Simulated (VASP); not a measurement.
# Ir (Fm-3m) in VASP: notebook

Runs on Ir. Level: RPBE. Tasks: relaxation of cell and atoms, single point.

Everything below comes from runs of VASP 6.6.1. Logs are shortened: lines on timing, memory, paths and dates and some standing lists are left out, and cuts for length are marked.

## Step 1: The cell of the first run

It takes space group Fm-3m (No. 225, cubic). Conventional cell: a = 3.839 Å, b = 3.839 Å, c = 3.839 Å, α = 90.00°, β = 90.00°, γ = 90.00°. Within 3.6 Å of Ir (site symmetry m-3m) lie 12 Ir at 2.71 Å.

## Step 2: Relaxation of cell and atoms, RPBE, collinear spin, ferromagnetic start

INCAR

```
SYSTEM = Ir
PREC = Accurate
ENCUT = 600
EDIFF = 1E-7
ISMEAR = -1
SIGMA = 0.05
LREAL = .False.
LASPH = .True.
NELM = 150
ALGO = Normal
ISIF = 3
LWAVE = .False.
LCHARG = .False.
ISPIN = 2
MAGMOM = 1
LORBIT = 11
LMAXMIX = 4
GGA = RP
IBRION = 2
NSW = 80
EDIFFG = -0.01
```

KPOINTS

```
regular mesh
0
Gamma
  14 14 14
  0 0 0
```

POSCAR

```
Ir
1.0
    0.0000000000      1.9197000000      1.9197000000
    1.9197000000      0.0000000000      1.9197000000
    1.9197000000      1.9197000000      0.0000000000
Ir
1
Direct
    0.0000000000      0.0000000000      0.0000000000
```

Potentials or basis: VASP PAW PBE potentials, release 64 (Ir).

Launch:

```console
> cat potpaw_PBE.64/Ir/POTCAR > POTCAR
> mpirun -np 1 vasp_std > vasp.out
```

OUTCAR:

```text
SYSTEM = Ir
   PREC = Accurate
   ENCUT = 600
   EDIFF = 1E-7
   ISMEAR = -1
   LREAL = .False.
   LASPH = .True.
   NELM = 150
   ISIF = 3
   ISPIN = 2
   LORBIT = 11
   GGA = RP
   IBRION = 2
   NSW = 80
   EDIFFG = -0.01

 ion  position               nearest neighbor table
   1  0.000  0.000  0.000-

  LATTYP: Found a face centered cubic cell.
 ALAT       =     3.8394000000

  Lattice vectors:

 A1 = (   0.0000000000,   1.9197000000,   1.9197000000)
 A2 = (   1.9197000000,   0.0000000000,   1.9197000000)
 A3 = (   1.9197000000,   1.9197000000,   0.0000000000)

Analysis of symmetry for initial positions (statically):
=====================================================================
 Subroutine PRICEL returns:
 Original cell was already a primitive cell.

 Routine SETGRP: Setting up the symmetry group for a
 face centered cubic supercell.

 Subroutine GETGRP returns: Found 48 space group operations
 (whereof 48 operations were pure point group operations)
 out of a pool of 48 trial point group operations.

The static configuration has the point symmetry O_h .

Analysis of symmetry for dynamics (positions and initial velocities):
=====================================================================
 Subroutine PRICEL returns:
 Original cell was already a primitive cell.

 Routine SETGRP: Setting up the symmetry group for a
 face centered cubic supercell.

 Subroutine GETGRP returns: Found 48 space group operations
 (whereof 48 operations were pure point group operations)
 out of a pool of 48 trial point group operations.

The dynamic configuration has the point symmetry O_h .

Analysis of structural, dynamic, and magnetic symmetry:
=====================================================================
 Subroutine PRICEL returns:
 Original cell was already a primitive cell.

 Routine SETGRP: Setting up the symmetry group for a
 face centered cubic supercell.

 Subroutine GETGRP returns: Found 48 space group operations
 (whereof 48 operations were pure point group operations)
 out of a pool of 48 trial point group operations.

The overall configuration has the point symmetry O_h .

 Subroutine INISYM returns: Found 48 space group operations
 (whereof 48 operations are pure point group operations),
 and found     1 'primitive' translations

----------------------------------------------------------------------------------------

                                     Primitive cell

  volume of cell :      14.1491

  direct lattice vectors                    reciprocal lattice vectors
     0.000000000  1.919700000  1.919700000    -0.260457363  0.260457363  0.260457363
     1.919700000  0.000000000  1.919700000     0.260457363 -0.260457363  0.260457363
     1.919700000  1.919700000  0.000000000     0.260457363  0.260457363 -0.260457363

  length of vectors
[... 81 lines left out ...]
   LREAL  =      F    real-space projection
   EDIFFG = -.1E-01   stopping-criterion for IOM
   NSW    =     80    number of steps for IOM
   IBRION =      2    ionic relax: 0-MD 1-quasi-New 2-CG
   NFREE  =      1    steps in history (QN), initial steepest desc. (CG)
   ISIF   =      3    stress and relaxation
   ISYM   =      2    0-nonsym 1-usesym 2-fastsym
   POTIM  = 0.5000    time-step for ionic-motion
   TEBEG  =    0.0;   TEEND  =   0.0 temperature during run
   PSTRESS=    0.0 pullay stress
   NELECT =       9.0000    total number of electrons
   NUPDOWN=      -1.0000    fix difference up-down
   EMIN   =  10.00;   EMAX   =-10.00  energy-range for DOS
   EFERMI =   0.00;   METHOD = LEGACY
   ISMEAR =    -1;   SIGMA  =   0.05  broadening in eV -4-tet -1-fermi 0-gaus
   EFERMI_NEDOS =   21; number of points for ismear=-14 and -15
   IALGO  =     38    algorithm
   IMIX   =      4    mixing-type and parameters
     AMIX     =   0.40;   BMIX     =  1.00
     AMIX_MAG =   1.60;   BMIX_MAG =  1.00
  volume/ion in A,a.u.               =      14.15        95.48
  Fermi-wavevector in a.u.,A,eV,Ry     =   1.407923  2.660589 26.970118  1.982248
  Thomas-Fermi vector in A             =   2.530133
   LORBIT       =     11    0 simple, 1 ext, 2 COOP (PROOUT), +10 PAW based schemes
   GGA     = RP    functional components
   LHFCALC =     F    Hartree Fock is set to
   AEXX    =    0.0000 exact exchange contribution
   IVDW    =     0    specifies the selected vdW correction
   LEPSILON=     F    determine dielectric tensor
   LRPA    =     F    only Hartree local field effects (RPA)
 conjugate gradient relaxation of ions
 spin polarized calculation
  energy-cutoff  :      600.00
  volume of cell :       14.15
 maximum number of plane-waves:       495
 NGX is ok and might be reduce to    24
   NGX = 11   NGY = 11   NGZ = 11

--------------------------------------- Ionic step        1  -------------------------------------------

 number of electron       9.0000000 magnetization      -0.0004614

 number of electron       9.0000000 magnetization       0.0000227

 Free energy of the ion-electron system (eV)
  ---------------------------------------------------
  ext. energy  EPLUGINS =         0.00000000
  ---------------------------------------------------
  free energy    TOTEN  =        -8.16329161 eV

  energy without entropy =       -8.15190496  energy(sigma->0) =       -8.15759829

 E-fermi :  10.3747     XC(G=0): -13.9494

 val. band max:       10.3728477203   @ k =  -0.4286   0.4286   0.0714
 cond. band min:      10.3779482945   @ k =   0.4286   0.3571   0.0714
 fundamental gap:      0.0051005742
 Fermi energy:        10.3747087305

 spin component 1

 k-point     1 :       0.0000    0.0000    0.0000
  band No.  band energies     occupation
      1      -0.6173      1.00000
      2       6.5993      1.00000
      3       6.5993      1.00000
      4       6.5993      1.00000
      5       9.2765      1.00000
      6       9.2765      1.00000
      7      24.7733      0.00000
      8      30.3785      0.00000
      9      30.3785      0.00000
[... 678 lines left out ...]
 number of electron       9.0000000 magnetization       0.0000016

 number of electron       9.0000000 magnetization      -0.0000015

 Free energy of the ion-electron system (eV)
  ---------------------------------------------------
  ext. energy  EPLUGINS =         0.00000000
  ---------------------------------------------------
  free energy    TOTEN  =        -8.18656090 eV

  energy without entropy =       -8.17477414  energy(sigma->0) =       -8.18066752

 E-fermi :   9.7246     XC(G=0): -13.7175

 val. band max:        9.7212996021   @ k =  -0.4286   0.4286   0.0714
 cond. band min:       9.7250510381   @ k =   0.4286   0.3571   0.0714
 fundamental gap:      0.0037514361
 Fermi energy:         9.7246223160

 spin component 1

 k-point     1 :       0.0000    0.0000    0.0000
  band No.  band energies     occupation
      1      -0.8615      1.00000
      2       6.1658      1.00000
      3       6.1658      1.00000
      4       6.1658      1.00000
      5       8.6818      1.00000
      6       8.6818      1.00000
      7      24.1886      0.00000
      8      29.5660      0.00000
      9      29.5660      0.00000
[... 596 lines left out ...]
  FREE ENERGIE OF THE ION-ELECTRON SYSTEM (eV)
  ---------------------------------------------------
  free  energy   TOTEN  =        -8.1865609005 eV

  energy  without entropy=       -8.1747741353  energy(sigma->0) =       -8.18066752

 reached required accuracy - stopping structural energy minimisation

 total charge

# of ion       s       p       d       tot
------------------------------------------
    1        0.654   0.692   6.927   8.273

 magnetization (x)

# of ion       s       p       d       tot
------------------------------------------
    1       -0.000   0.000   0.000   0.000
```

OSZICAR:

```text
N       E                     dE             d eps       ncg     rms          rms(c)
DAV:   1     0.520988904272E+02    0.52099E+02   -0.51814E+03  3752   0.110E+03
DAV:   2    -0.765978282490E+01   -0.59759E+02   -0.57295E+02  3771   0.212E+02
DAV:   3    -0.855511647651E+01   -0.89533E+00   -0.89128E+00  4562   0.334E+01
[... 32 lines left out ...]
       N       E                     dE             d eps       ncg     rms          rms(c)
DAV:   1    -0.818680192266E+01   -0.33006E-03   -0.84863E-03  3938   0.140E+00    0.130E-01
DAV:   2    -0.818658057029E+01    0.22135E-03   -0.54268E-04  3980   0.303E-01    0.457E-02
DAV:   3    -0.818655972717E+01    0.20843E-04   -0.94783E-05  4573   0.112E-01    0.185E-02
DAV:   4    -0.818656090806E+01   -0.11809E-05   -0.27055E-06  4307   0.174E-02    0.117E-03
DAV:   5    -0.818656090046E+01    0.75936E-08   -0.50723E-08  2594   0.260E-03
   4 F= -.81865609E+01 E0= -.81806675E+01  d E =-.232693E-01  mag=     0.0000
```

CONTCAR:

```text
Ir
   1.00000000000000
     0.0000000000000000    1.9445381425197401    1.9445381425197401
     1.9445381425197401   -0.0000000000000000    1.9445381425197401
     1.9445381425197401    1.9445381425197401    0.0000000000000000
  Ir
     1
Direct
     0.0000000000000000    0.0000000000000000    0.0000000000000000

  0.00000000E+00  0.00000000E+00  0.00000000E+00
```

Run time: 2.5 min. Hardware: 1 thread of Intel Xeon Platinum 8259CL at 2.50GHz (Skylake/Cascade Lake), shared host; peak memory 0.18 GiB.

What came out:

* Free energy: -8.1866 eV
* Relaxed volume: 14.71 Å³/atom
* Relaxed cell: a = 2.750 Å, b = 2.750 Å, c = 2.750 Å, α = 60.00°, β = 60.00°, γ = 60.00°
* Space group after relaxing (to 0.05 Å): Fm-3m (No. 225)
* Energy gained by relaxing: 23.3 meV/atom
* Ionic steps: 4
* Pressure after relaxing: -0.1 GPa
* Net moment: 0.00 μB per cell
* Valence electrons inside the program's atomic spheres: Ir 8.27

The path:
| step | energy change (eV) | largest force (eV/Å) | pressure (GPa) | volume (Å³) |
| --- | --- | --- | --- | --- |
| 1 | 0.0000 | 0.0000 | 14.06 | 14.15 |
| 2 | 0.2209 | 0.0000 | -31.58 | 16.85 |
| 3 | -0.0232 | 0.0000 | -0.77 | 14.74 |
| 4 | -0.0233 | 0.0000 | -0.07 | 14.71 |

Final structure:
```xyz
1
Lattice="0.0000 1.9445 1.9445 1.9445 0.0000 1.9445 1.9445 1.9445 0.0000" Properties=species:S:1:pos:R:3 pbc="T T T"
Ir    0.0000    0.0000    0.0000
```

Levels at points of the mesh, in eV from the Fermi level:
Spin up:
| k point | band 1 | band 2 | band 3 | band 4 | band 5 | band 6 | band 7 | band 8 | band 9 |
| --- | --- | --- | --- | --- | --- | --- | --- | --- | --- |
| (0.00, 0.00, 0.00) | -10.59 | -3.56 | -3.56 | -3.56 | -1.04 | -1.04 | 14.46 | 19.84 | 19.84 |
| (0.50, 0.00, 0.00) | -7.59 | -3.66 | -3.66 | -0.55 | 0.92 | 0.92 | 7.00 | 14.01 | 19.56 |
| (0.50, 0.50, 0.00) | -7.37 | -6.82 | 0.88 | 1.46 | 1.46 | 1.81 | 10.12 | 11.63 | 11.63 |
Spin down:
```tsv
k point	band 2	band 3	band 4	band 5	band 6	band 7
(0.00, 0.00, 0.00)	-3.56	-3.56	-3.56	-1.04	-1.04	14.46
(0.50, 0.00, 0.00)	-3.66	-3.66	-0.55	0.92	0.92	7.00
(0.50, 0.50, 0.00)	-6.82	0.88	1.46	1.46	1.81	10.12
```

Caveat: the PAW data sets were made with another functional, which shifts forces and pressure a little; spin-orbit coupling is left out, which moves the levels of the heavy elements. RPBE and its kin give volumes clearly too large for solids.

## Step 3: Single point, RPBE, collinear spin, ferromagnetic start (volume scaled by 0.88)

INCAR

```
SYSTEM = Ir
  ALGO = Normal
  EDIFF = 1E-7
  ENCUT = 520
  GGA = RP
  ISIF = 2
  ISMEAR = -1
  ISPIN = 2
  LASPH = .TRUE.
  LCHARG = .FALSE.
  LMAXMIX = 4
  LORBIT = 11
  LREAL = .FALSE.
  LWAVE = .FALSE.
  MAGMOM = 1
  NBANDS = 14
  NELM = 150
  PREC = Accurate
  SIGMA = 0.05
```

KPOINTS

```
k-points
0
G
  23 23 23
  0 0 0
```

POSCAR

```
Ir
1.0
    0.0000000000      1.8625506172      1.8625506172
    1.8625506172      0.0000000000      1.8625506172
    1.8625506172      1.8625506172      0.0000000000
Ir
1
Direct
    0.0000000000      0.0000000000      0.0000000000
```

Potentials or basis: VASP PAW PBE potentials, release 64 (Ir).

Launch:

```console
> cat potpaw_PBE.64/Ir/POTCAR > POTCAR
> mpirun -np 1 vasp_std > vasp.out
```

Wall time 3.3 min (1 thread of Intel Xeon Platinum 8259CL at 2.50GHz (Skylake/Cascade Lake), shared host); peak memory 0.21 GiB.

Results (log left out):

| Item | Value |
| --- | --- |
| Free energy | -7.9090 eV |
| Pressure | 59.2 GPa |
| Net moment | 0.00 μB per cell |
| Valence electrons inside the program's atomic spheres | Ir 8.75 |

Levels at points of the mesh, in eV from the Fermi level:
Spin up:
| k point | band 2 | band 3 | band 4 | band 5 | band 6 | band 7 |
| --- | --- | --- | --- | --- | --- | --- |
| (0.00, 0.00, 0.00) | -4.43 | -4.43 | -4.43 | -1.34 | -1.34 | 14.09 |
Spin down:
```csv
k point,band 1,band 2,band 3,band 4,band 5,band 6,band 7,band 8,band 9
"(0.00, 0.00, 0.00)",-12.08,-4.43,-4.43,-4.43,-1.34,-1.34,14.09,20.25,20.25
```

Caveat: the cell differs from its parent crystal (volume scaled by 0.88); the PAW data sets were made with another functional, which shifts forces and pressure a little; spin-orbit coupling is left out, which moves the levels of the heavy elements.
